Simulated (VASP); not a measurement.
# PbS (P-6m2) in VASP: single point with r2SCAN

Aim: the single point of PbS with r2SCAN.

All numbers are computed with VASP 6.6.1; they aren't measurements. Logs are shortened: lines on timing, memory, paths and dates and some standing lists are left out, and cuts for length are marked.

## 1. The cell of the first run

It takes space group P-6m2 (No. 187, hexagonal). The conventional cell has a = 4.281 Å, b = 4.281 Å, c = 3.624 Å, α = 90.00°, β = 90.00°, γ = 120.00°. Within 4.0 Å of Pb (site symmetry -6m2) lie 6 S at 3.06 Å and 2 Pb at 3.62 Å. S (site symmetry -6m2) has 6 Pb at 3.06 Å and 2 S at 3.62 Å within 4.0 Å.

## 2. Single point, r2SCAN (functional r2SCAN, strained)

Contents of POSCAR:

```
PbS
1.0
    4.2805638777      0.0000000000      0.0000000000
   -2.1402819388      3.7070770607      0.0000000000
    0.0000000000      0.0000000000      3.6240257239
Pb S
1 1
Direct
    0.0000000000      0.0000000000      0.0000000000
    0.6666666700      0.3333333300      0.5000000000
```

Contents of INCAR.step1:

```
SYSTEM = PbS
PREC = Accurate
ENCUT = 520
ISMEAR = 0
SIGMA = 0.1
LREAL = .FALSE.
LASPH = .TRUE.
NELM = 80
NBANDS = 17
GGA = PE
ALGO = Normal
EDIFF = 1E-4
LWAVE = .TRUE.
LCHARG = .FALSE.
```

Contents of INCAR.step2:

```
SYSTEM = PbS
PREC = Accurate
ENCUT = 520
EDIFF = 1E-6
ISMEAR = 0
SIGMA = 0.1
LREAL = .FALSE.
LASPH = .TRUE.
NELM = 80
ALGO = Normal
ISIF = 2
LWAVE = .FALSE.
LCHARG = .FALSE.
METAGGA = R2SCAN
LMIXTAU = .TRUE.
NBANDS = 17
ISTART = 1
```

Contents of KPOINTS:

```
regular mesh
0
G
  12 12 12
  0 0 0
```

Potentials or basis: VASP PAW PBE potentials, release 64 (Pb_d, S).

On the command line:

```
$ cat potpaw_PBE.64/Pb_d/POTCAR potpaw_PBE.64/S/POTCAR > POTCAR
$ cp INCAR.step1 INCAR
$ mpirun -np 1 vasp_std > vasp.out
$ cp INCAR.step2 INCAR
$ mpirun -np 1 vasp_std > vasp.out
```

OUTCAR:

```text
SYSTEM = PbS
   PREC = Accurate
   ENCUT = 520
   EDIFF = 1E-6
   ISMEAR = 0
   LREAL = .FALSE.
   LASPH = .TRUE.
   NELM = 80
   ISIF = 2
   METAGGA = R2SCAN
   ISTART = 1

 ion  position               nearest neighbor table
   1  0.000  0.000  0.000-   2 3.06   2 3.06   2 3.06   2 3.06   2 3.06   2 3.06
   2  0.667  0.333  0.500-   1 3.06   1 3.06   1 3.06   1 3.06   1 3.06   1 3.06

  LATTYP: Found a hexagonal cell.
 ALAT       =     4.2805638777
 C/A-ratio  =     0.8466234420

  Lattice vectors:

 A1 = (   4.2805638777,   0.0000000000,   0.0000000000)
 A2 = (  -2.1402819388,   3.7070770607,   0.0000000000)
 A3 = (   0.0000000000,   0.0000000000,   3.6240257239)

Analysis of symmetry for initial positions (statically):
=====================================================================
 Subroutine PRICEL returns:
 Original cell was already a primitive cell.

 Routine SETGRP: Setting up the symmetry group for a
 hexagonal supercell.

 Subroutine GETGRP returns: Found 12 space group operations
 (whereof 12 operations were pure point group operations)
 out of a pool of 24 trial point group operations.

The static configuration has the point symmetry D_3h.

Analysis of symmetry for dynamics (positions and initial velocities):
=====================================================================
 Subroutine PRICEL returns:
 Original cell was already a primitive cell.

 Routine SETGRP: Setting up the symmetry group for a
 hexagonal supercell.

 Subroutine GETGRP returns: Found 12 space group operations
 (whereof 12 operations were pure point group operations)
 out of a pool of 24 trial point group operations.

The dynamic configuration has the point symmetry D_3h.

 Subroutine INISYM returns: Found 12 space group operations
 (whereof 12 operations are pure point group operations),
 and found     1 'primitive' translations

----------------------------------------------------------------------------------------

                                     Primitive cell

  volume of cell :      57.5074

  direct lattice vectors                    reciprocal lattice vectors
     4.280563878  0.000000000  0.000000000     0.233614082  0.134877153  0.000000000
    -2.140281939  3.707077061  0.000000000     0.000000000  0.269754306  0.000000000
     0.000000000  0.000000000  3.624025724     0.000000000  0.000000000  0.275936231

  length of vectors
     4.280563878  4.280563878  3.624025724     0.269754306  0.269754306  0.275936231

  position of ions in fractional coordinates (direct lattice)
     0.000000000  0.000000000  0.000000000
     0.666666670  0.333333330  0.500000000

  ion indices of the primitive-cell ions
   primitive index   ion index
                 1           1
                 2           2

----------------------------------------------------------------------------------------

 KPOINTS: regular mesh

Automatic generation of k-mesh.
 Grid dimensions read from file:
 generate k-points for:   12   12   12

 Generating k-lattice:

  Cartesian coordinates                     Fractional coordinates (reciprocal lattice)
     0.019467840  0.011239763  0.000000000     0.083333333  0.000000000  0.000000000
     0.000000000  0.022479526  0.000000000     0.000000000  0.083333333  0.000000000
     0.000000000  0.000000000  0.022994686     0.000000000  0.000000000  0.083333333

  Length of vectors
     0.022479526  0.022479526  0.022994686

  Shift w.r.t. Gamma in fractional coordinates (k-lattice)
     0.000000000  0.000000000  0.000000000

 Subroutine IBZKPT returns following result:
 ===========================================

 Found    133 irreducible k-points:

 Following reciprocal coordinates:
            Coordinates               Weight
  0.000000  0.000000  0.000000      1.000000
  0.083333 -0.000000  0.000000      6.000000
  0.166667 -0.000000  0.000000      6.000000
  0.250000 -0.000000  0.000000      6.000000
  0.333333 -0.000000  0.000000      6.000000
  0.416667 -0.000000  0.000000      6.000000
[... 16 lines left out ...]
  0.250000 -0.000000  0.083333     12.000000
  0.333333 -0.000000  0.083333     12.000000
 [... further k-points ...]
   k-points           NKPTS =    133   k-points in BZ     NKDIM =    133   number of bands    NBANDS=     17
   number of dos      NEDOS =    301   number of ions     NIONS =      2
   total plane-waves  NPLWV =  28672
   dimension x,y,z NGX =    32 NGY =   32 NGZ =   28
   dimension x,y,z NGXF=    64 NGYF=   64 NGZF=   56
   ions per type =               1   1
   NGX,Y,Z   is equivalent  to a cutoff of  12.43, 12.43, 12.84 a.u.
   NGXF,Y,Z  is equivalent  to a cutoff of  24.86, 24.86, 25.69 a.u.
 SYSTEM =  PbS
   PREC   = accura    normal or accurate (medium, high low for compatibility)
   ISTART =      1    job   : 0-new  1-cont  2-samecut
   ICHARG =      0    charge: 1-file 2-atom 10-const
   ISPIN  =      1    spin polarized calculation?
   LNONCOLLINEAR =      F non collinear calculations
   LSORBIT =      F    spin-orbit coupling
   LASPH  =      T    aspherical Exc in radial PAW
   ENCUT  =  520.0 eV  38.22 Ry    6.18 a.u.   7.96  7.96  6.74*2*pi/ulx,y,z
   NELM   =     80;   NELMIN=  2; NELMDL=  0     # of ELM steps
   EDIFF  = 0.1E-05   stopping-criterion for ELM
   LREAL  =      F    real-space projection
   EDIFFG = 0.1E-04   stopping-criterion for IOM
   NSW    =      0    number of steps for IOM
   IBRION =     -1    ionic relax: 0-MD 1-quasi-New 2-CG
   NFREE  =      0    steps in history (QN), initial steepest desc. (CG)
   ISIF   =      2    stress and relaxation
   ISYM   =      2    0-nonsym 1-usesym 2-fastsym
   POTIM  = 0.5000    time-step for ionic-motion
   TEBEG  =    0.0;   TEEND  =   0.0 temperature during run
   PSTRESS=    0.0 pullay stress
   NELECT =      20.0000    total number of electrons
   NUPDOWN=      -1.0000    fix difference up-down
   EMIN   =  10.00;   EMAX   =-10.00  energy-range for DOS
   EFERMI =   0.00;   METHOD = LEGACY
   ISMEAR =     0;   SIGMA  =   0.10  broadening in eV -4-tet -1-fermi 0-gaus
   EFERMI_NEDOS =   21; number of points for ismear=-14 and -15
   IALGO  =     38    algorithm
   IMIX   =      4    mixing-type and parameters
     AMIX     =   0.40;   BMIX     =  1.00
     AMIX_MAG =   1.60;   BMIX_MAG =  1.00
  volume/ion in A,a.u.               =      28.75       194.04
  Fermi-wavevector in a.u.,A,eV,Ry     =   1.151269  2.175583 18.033443  1.325421
  Thomas-Fermi vector in A             =   2.287928
   LORBIT       =      0    0 simple, 1 ext, 2 COOP (PROOUT), +10 PAW based schemes
   METAGGA = R2SCAN    functional components
   LHFCALC =     F    Hartree Fock is set to
   AEXX    =    0.0000 exact exchange contribution
   IVDW    =     0    specifies the selected vdW correction
   LEPSILON=     F    determine dielectric tensor
   LRPA    =     F    only Hartree local field effects (RPA)
 non-spin polarized calculation
 Gauss-broadening in eV      SIGMA  =   0.10
  energy-cutoff  :      520.00
  volume of cell :       57.51
 maximum number of plane-waves:      1572
 NGX is ok and might be reduce to    32
   NGX = 15   NGY = 15   NGZ = 13

 number of electron      19.9999993 magnetization

 Free energy of the ion-electron system (eV)
  ---------------------------------------------------
  ext. energy  EPLUGINS =         0.00000000
  ---------------------------------------------------
  free energy    TOTEN  =       -65.24548939 eV

  energy without entropy =      -65.24541643  energy(sigma->0) =      -65.24545291

 E-fermi :   4.7098     XC(G=0):  -9.7280

 val. band max:        4.6332744262   @ k =   0.3333   0.3333   0.0000
 cond. band min:       4.7863197219   @ k =   0.3333   0.3333   0.5000
 fundamental gap:      0.1530452957
 Fermi energy:         4.7097636781

 k-point     1 :       0.0000    0.0000    0.0000
  band No.  band energies     occupation
      1     -13.0395      2.00000
      2     -12.9429      2.00000
      3     -12.9429      2.00000
      4     -12.8725      2.00000
      5     -12.8725      2.00000
      6      -8.9144      2.00000
[... 9 lines left out ...]
     16      16.3700      0.00000
     17      16.3700      0.00000

 k-point     2 :       0.0833   -0.0000    0.0000
  band No.  band energies     occupation
      1     -13.0384      2.00000
      2     -12.9444      2.00000
      3     -12.9402      2.00000
      4     -12.8738      2.00000
      5     -12.8728      2.00000
      6      -8.8658      2.00000
[... 9 lines left out ...]
     16      15.9192      0.00000
     17      16.2287      0.00000

 k-point     3 :       0.1667   -0.0000    0.0000
  band No.  band energies     occupation
      1     -13.0354      2.00000
      2     -12.9485      2.00000
      3     -12.9327      2.00000
      4     -12.8773      2.00000
      5     -12.8735      2.00000
      6      -8.7257      2.00000
[... 9 lines left out ...]
     16      15.2330      0.00000
     17      15.9386      0.00000

 k-point     4 :       0.2500   -0.0000    0.0000
  band No.  band energies     occupation
      1     -13.0317      2.00000
      2     -12.9537      2.00000
      3     -12.9224      2.00000
      4     -12.8820      2.00000
      5     -12.8745      2.00000
      6      -8.5126      2.00000
[... 9 lines left out ...]
     16      15.4642      0.00000
     17      15.7003      0.00000

 k-point     5 :       0.3333   -0.0000    0.0000
  band No.  band energies     occupation
      1     -13.0283      2.00000
      2     -12.9587      2.00000
      3     -12.9120      2.00000
      4     -12.8867      2.00000
      5     -12.8756      2.00000
      6      -8.2654      2.00000
[... 9 lines left out ...]
     16      15.6304      0.00000
     17      16.6290      0.00000

 k-point     6 :       0.4167   -0.0000    0.0000
  band No.  band energies     occupation
      1     -13.0261      2.00000
      2     -12.9620      2.00000
      3     -12.9044      2.00000
      4     -12.8902      2.00000
      5     -12.8763      2.00000
      6      -8.0526      2.00000
[... 9 lines left out ...]
     16      15.7354      0.00000
     17      16.5689      0.00000

 k-point     7 :       0.5000   -0.0000    0.0000
  band No.  band energies     occupation
      1     -13.0254      2.00000
      2     -12.9632      2.00000
      3     -12.9016      2.00000
      4     -12.8915      2.00000
      5     -12.8766      2.00000
      6      -7.9653      2.00000
[... 9 lines left out ...]
     16      15.8327      0.00000
     17      16.2405      0.00000

 k-point     8 :       0.0833    0.0833    0.0000
  band No.  band energies     occupation
      1     -13.0364      2.00000
      2     -12.9470      2.00000
      3     -12.9353      2.00000
      4     -12.8761      2.00000
      5     -12.8733      2.00000
      6      -8.7714      2.00000
[... 9 lines left out ...]
     16      15.4016      0.00000
     17      15.9731      0.00000
[... 203 lines left out ...]
      1     -13.0210      2.00000
      2     -12.9481      2.00000
      3     -12.9171      2.00000
      4     -12.8884      2.00000
      5     -12.8826      2.00000
      6      -7.8097      2.00000
[... 9 lines left out ...]
     16      14.2099      0.00000
     17      14.8214      0.00000

 k-point    20 :       0.0000    0.0000    0.0833
  band No.  band energies     occupation
      1     -13.0273      2.00000
      2     -12.9422      2.00000
      3     -12.9422      2.00000
      4     -12.8771      2.00000
      5     -12.8771      2.00000
      6      -8.8573      2.00000
[... 9 lines left out ...]
     16      15.3666      0.00000
     17      15.3666      0.00000

 k-point    21 :       0.0833   -0.0000    0.0833
  band No.  band energies     occupation
      1     -13.0262      2.00000
      2     -12.9436      2.00000
      3     -12.9394      2.00000
      4     -12.8786      2.00000
      5     -12.8774      2.00000
      6      -8.8091      2.00000
[... 9 lines left out ...]
     16      15.2716      0.00000
     17      15.4042      0.00000

 k-point    22 :       0.1667   -0.0000    0.0833
  band No.  band energies     occupation
      1     -13.0232      2.00000
      2     -12.9475      2.00000
      3     -12.9320      2.00000
      4     -12.8827      2.00000
      5     -12.8782      2.00000
      6      -8.6703      2.00000
[... 9 lines left out ...]
     16      15.0886      0.00000
     17      15.3423      0.00000

 k-point    23 :       0.2500   -0.0000    0.0833
  band No.  band energies     occupation
      1     -13.0195      2.00000
      2     -12.9526      2.00000
      3     -12.9218      2.00000
      4     -12.8881      2.00000
      5     -12.8793      2.00000
      6      -8.4598      2.00000
[... 9 lines left out ...]
     16      14.9903      0.00000
     17      15.6413      0.00000

 k-point    24 :       0.3333   -0.0000    0.0833
  band No.  band energies     occupation
      1     -13.0162      2.00000
      2     -12.9574      2.00000
      3     -12.9115      2.00000
      4     -12.8934      2.00000
      5     -12.8804      2.00000
      6      -8.2165      2.00000
[... 9 lines left out ...]
     16      15.0991      0.00000
     17      16.1741      0.00000

 [... further k-points ...]
[... 5 lines left out ...]
  --------------------------------------------------------------------------------------
  -------------------------------------------------------------------------------------
  Total       -1.5581506     -1.5581506      0.6592567     -0.0000000     -0.0000000      0.0000000
  in kB      -43.4106369    -43.4106369     18.3671283     -0.0000000     -0.0000000      0.0000000
  external PRESSURE =     -22.8180485 kB  Pullay stress =       0.0000000 kB

 VOLUME and BASIS-vectors are now :
 -----------------------------------------------------------------------------
  energy-cutoff  :      520.00
  volume of cell :       57.51
      direct lattice vectors                 reciprocal lattice vectors
     4.280563878  0.000000000  0.000000000     0.233614082  0.134877153  0.000000000
    -2.140281939  3.707077061  0.000000000     0.000000000  0.269754306  0.000000000
     0.000000000  0.000000000  3.624025724     0.000000000  0.000000000  0.275936231

 POSITION                                       TOTAL-FORCE (eV/Angst)
 -----------------------------------------------------------------------------------
      0.00000      0.00000      0.00000         0.000000     -0.000000      0.000000
      2.14028      1.23569      1.81201        -0.000000      0.000000      0.000000
 -----------------------------------------------------------------------------------
    total drift:                               -0.000011      0.000006     -0.000000

  FREE ENERGIE OF THE ION-ELECTRON SYSTEM (eV)
  ---------------------------------------------------
  free  energy   TOTEN  =       -65.2454893913 eV

  energy  without entropy=      -65.2454164322  energy(sigma->0) =      -65.24545291
```

Run time: 10 min. Hardware: 1 thread of AMD EPYC 7R13, shared host; peak memory 0.24 GiB.

Results:

- Free energy: -65.2455 eV
- Pressure: -2.3 GPa
- Band gap on the k mesh: 0.15 eV, indirect (least direct gap 0.92 eV)

Levels at points of the mesh, in eV from the valence-band top:
| k point | band 8 | band 9 | band 10 | band 11 | band 12 | band 13 |
| --- | --- | --- | --- | --- | --- | --- |
| (0.00, 0.00, 0.00) | -2.09 | -2.09 | -1.52 | 3.12 | 3.12 | 6.14 |
| (0.50, 0.00, 0.00) | -3.02 | -1.79 | -0.77 | 2.50 | 4.84 | 5.38 |
| (0.00, 0.00, 0.50) | -1.32 | -1.32 | -0.45 | 0.48 | 3.70 | 3.70 |
| (0.50, 0.00, 0.50) | -4.06 | -3.94 | -1.58 | 2.24 | 2.55 | 2.99 |

Caveat: the cell differs from its parent crystal (functional r2SCAN, strained); the PAW data sets were made with another functional, which shifts forces and pressure a little; spin-orbit coupling is left out, which moves the levels of the heavy elements.
